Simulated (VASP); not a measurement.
CoSi, 8 atoms in the cell. The structure is orthorhombic, space group P2_12_12_1 (No. 19). The conventional cell has a = 3.892 Å, b = 4.386 Å, c = 4.879 Å, α = 90.00°, β = 90.00°, γ = 90.00°. Within 2.9 Å of Co (site symmetry 1) lie 7 Si at 2.13 to 2.64 Å and 6 Co at 2.58 to 2.87 Å. Within 2.9 Å of Si (site symmetry 1) lie 7 Co at 2.13 to 2.64 Å and 6 Si at 2.61 to 2.89 Å.  This cell differs from its parent crystal: strain +0.1125 x Voigt [1, -1, 0, 0, 0, 0].

| Quantity | Value |
| --- | --- |
| Program | VASP 6.6.1 |
| Task | single point |
| Functional | PBEsol |
| Potentials or basis | VASP PAW PBE potentials, release 64 (Co, Si) |
| Cutoff | 520 eV |
| k mesh | 10 × 10 × 10 |
| Occupations | gaussian, width 0.15 eV |
| Spin | no spin polarisation |
| Dipole correction | no |
| Further INCAR settings | ALGO = Fast; EDIFF = 1e-06; NBANDS = 36 |

Potentials or basis: VASP PAW PBE potentials, release 64 (Co, Si).

The run is started by

```sh
$ cat potpaw_PBE.64/Co/POTCAR potpaw_PBE.64/Si/POTCAR > POTCAR
$ mpirun -np 1 vasp_std > vasp.out
```

Hardware: 1 thread of Oxide Virtual Turin-like Processor, with other jobs on the host.

Problem. Estimate the wall time of this run.

Solution. It took 22 min on 1 thread of Oxide Virtual Turin-like Processor, with other jobs on the host, peak memory 0.53 GiB. Counts: scf iterations 17, k points 216.
